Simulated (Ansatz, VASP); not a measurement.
**One calculation of PbSe, two programs**

```
CELL_PARAMETERS angstrom
0.00000 3.06065 3.06065
3.06065 0.00000 3.06065
3.06065 3.06065 0.00000
ATOMIC_POSITIONS crystal
Pb 0.00000 0.00000 0.00000
Se 0.50000 0.50000 0.50000
```

Alike in both runs: task single point; functional PBE; k mesh 8 × 8 × 8; no spin polarisation.

|  | VASP | Ansatz |
| --- | --- | --- |
| version | VASP 6.6.1 | Ansatz 0.2.0 |
| potentials or method | VASP PAW PBE potentials, release 64 (Pb_d, Se) | plane waves, PAW |
| plane-wave cutoff (eV) | 500 | 420 |
| occupations | gaussian, width 0.01 eV | fixed |
| valence electrons in the cell | 20 | 30 |

```csv
,VASP,Ansatz,Ansatz less VASP
gap on the k mesh at the Fermi level (eV),0.29,0.29,-0.005
```

VASP's potentials hold 20 valence electrons a cell and Ansatz's 30, so a difference there can come from the potentials and not from the codes.

Spin-orbit coupling is off throughout.
